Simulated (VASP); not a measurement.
# HfO2: single point with LDA

Crystal: HfO2.

```
CELL_PARAMETERS angstrom
4.78890 0.00000 0.00000
0.00000 4.78890 0.00000
0.00000 0.00000 3.18582
ATOMIC_POSITIONS crystal
Hf 0.00000 0.00000 0.00000
Hf 0.50000 0.50000 0.50000
O 0.19511 0.80489 0.50000
O 0.30489 0.30489 0.00000
O 0.69511 0.69511 0.00000
O 0.80489 0.19511 0.50000
```

```json
{
 "Program": "VASP 6.6.1",
 "Task": "single point",
 "Functional": "LDA",
 "Potentials or basis": "VASP PAW LDA potentials, release 64 (Hf_pv, O)",
 "Cutoff": "520 eV",
 "k mesh": "6 × 6 × 8",
 "Occupations": "gaussian, width 0.05 eV",
 "Spin": "no spin polarisation"
}
```

- Pressure: -2.1 GPa
- Largest force: 0.043 eV/Å
- Band gap on the k mesh: 3.83 eV, direct

Forces on the atoms (eV/Å):
```
Hf   0.000  0.000  0.000
Hf   0.000  0.000  0.000
O   -0.030  0.030  0.000
O    0.030  0.030  0.000
O   -0.030 -0.030  0.000
O    0.030 -0.030  0.000
```

Stress tensor (GPa, compression positive):
```
-2.00  0.00  0.00
 0.00 -2.00  0.00
 0.00  0.00 -2.42
```

Levels at points of the mesh, in eV from the valence-band top:
```tsv
k point	band 18	band 19	band 20	band 21	band 22	band 23	band 24	band 25	band 26	band 27
(0.00, 0.00, 0.00)	-1.63	-0.74	-0.50	-0.50	0.00	3.83	4.01	5.15	5.53	5.53
(0.50, 0.00, 0.00)	-2.86	-1.48	-1.48	-0.69	-0.69	4.54	4.54	6.20	6.20	6.48
(0.50, 0.50, 0.00)	-1.88	-1.13	-1.13	-0.83	-0.83	4.10	4.10	5.60	5.60	6.65
(0.00, 0.00, 0.50)	-2.25	-2.08	-2.08	-0.96	-0.96	5.56	5.56	6.06	6.06	6.07
(0.50, 0.00, 0.50)	-1.87	-1.78	-1.78	-0.96	-0.96	4.04	4.04	6.32	6.32	6.94
(0.50, 0.50, 0.50)	-2.06	-1.15	-1.15	-0.50	-0.50	5.04	5.04	5.82	5.82	6.43
```

Run time: 30 s on 1 thread of Intel(R) Xeon(R) 6975P-C (Granite Rapids) (shared host), peak memory 0.21 GiB.

Caveat: spin-orbit coupling is left out, which moves the levels of the heavy elements. LDA gaps usually lie below the measured ones, often by a third to a half.
